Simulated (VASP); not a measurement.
Runs of VASP 6.6.1 on Sn. The structure is that of space group Im-3m (No. 229), or close to it. The cells are those of the table. 

```csv
task,cell,cutoff (eV),gap on the mesh (eV),pressure (GPa)
relaxation of cell and atoms,"relaxed to 2 GPa from a = 3.282 Å, angles 109.5°, 1 atom",600,none,2.0
relaxation of cell and atoms,"relaxed from a = 3.282 Å, angles 109.5°, 1 atom",600,none,0.0
single point,"a = 3.106 Å, angles 109.5°, 1 atom",520,none,8.0
single point,"a = 3.218 Å, angles 109.5°, 1 atom",520,none,0.0
single point,"a = 3.184 Å, angles 109.5°, 1 atom",520,none,2.0
single point,"a = 3.129 Å, angles 109.5°, 1 atom",520,none,(a)
relaxation of cell and atoms,"relaxed to 4 GPa from a = 3.282 Å, angles 109.5°, 1 atom",600,none,4.0
single point,"a = 3.155 Å, angles 109.5°, 1 atom",520,none,4.0
```

Alike in all rows: level LDA; potentials or basis VASP PAW LDA potentials, release 64 (Sn_d); no spin polarisation; k mesh 11 × 11 × 11; smearing fermi-dirac 0.1 eV.

Fill in the values left out.

(a) 6.0.

Caveats: spin-orbit coupling is left out, which moves the levels of the heavy elements; the cell is relaxed towards a set pressure, so the enthalpy falls and the energy may rise (some runs).

A k mesh can miss the band edges, and the runs leave out spin-orbit coupling on Sn.

A gap of «none» marks levels without a gap at the run's occupations.
